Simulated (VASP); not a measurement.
Set up this calculation in VASP 6.6.1, as the native input.

```
Task                   : single point
Functional             : RPBE
Potentials or basis    : VASP PAW PBE potentials, release 64 (Si, C)
Cutoff                 : 600 eV
k mesh                 : 10 × 10 × 10
Occupations            : fermi-dirac, width 0.05 eV
Spin                   : no spin polarisation
Dipole correction      : no
Further INCAR settings : ALGO = Normal; EDIFF = 1e-06; NBANDS = 11
```

The structure of SiC (Moissanite 3C) lies in POSCAR:

```
SiC
1.0
    0.0000000000      2.2076743409      2.2076743409
    2.2076743409      0.0000000000      2.2076743409
    2.2076743409      2.2076743409      0.0000000000
Si C
1 1
Direct
    0.0000000000      0.0000000000      0.0000000000
    0.7500000000      0.7500000000      0.7500000000
```

These files were run (other wordings do the same):

INCAR

```
SYSTEM = SiC
PREC = Accurate
ENCUT = 600
EDIFF = 1E-6
ISMEAR = -1
SIGMA = 0.05
LREAL = .False.
LASPH = .True.
NELM = 120
ALGO = Normal
ISIF = 2
LWAVE = .False.
LCHARG = .False.
GGA = RP
NBANDS = 11
GGA_COMPAT = .False.
```

KPOINTS

```
Automatic mesh
0
Gamma
  10 10 10
  0 0 0
```

Potentials or basis: VASP PAW PBE potentials, release 64 (Si, C).

Run with:

```console
$ cat potpaw_PBE.64/Si/POTCAR potpaw_PBE.64/C/POTCAR > POTCAR
$ mpirun -np 1 vasp_std > vasp.out
```

Results of the run:

- Pressure: -2.5 GPa
- Band gap on the k mesh: 1.40 eV, indirect (least direct gap 4.50 eV)

Caveat: the PAW data sets were made with another functional, which shifts forces and pressure a little.

Run time: 10 s on 1 thread of Intel Xeon 6975P-C, with other jobs on the host, peak memory 0.15 GiB.
